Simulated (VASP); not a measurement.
Here is a VASP 6.6.1 calculation.

Contents of INCAR:

```
PREC = Accurate ; ENCUT = 520
EDIFF = 1E-6 ; ISMEAR = 0
SIGMA = 0.027000000000000003 ; LREAL = F
LASPH = T ; NELM = 80
ALGO = Normal ; ISIF = 2
LWAVE = F ; LCHARG = F
GGA = PE ; NBANDS = 14
```

The input KPOINTS:

```
regular mesh
0
Gamma
  12 12 12
```

POSCAR

```
HfC
1.0
   -1.3966732300      2.4971805100      1.8473367300
    1.3966732300     -2.4971805100      1.8473367300
    1.3966732300      2.4971805100     -1.8473367300
Hf C
1 1
Direct
    0.9847118300      0.9847118300      0.0000000000
    0.6794548300      0.1794548300      0.5000000000
```

Potentials or basis: VASP PAW PBE potentials, release 64 (Hf_pv, C).

Command:

```bash
$ cat potpaw_PBE.64/Hf_pv/POTCAR potpaw_PBE.64/C/POTCAR > POTCAR
$ mpirun -np 1 vasp_std > vasp.out
```

(1) What does it give for the largest force?

(2) Estimate the pressure.

Results:

(1) 11.756 eV/Å.

(2) 68.0 GPa.

Caveat: forces of over 1 eV/Å act on the atoms, so gaps and moduli don't describe the material at rest.
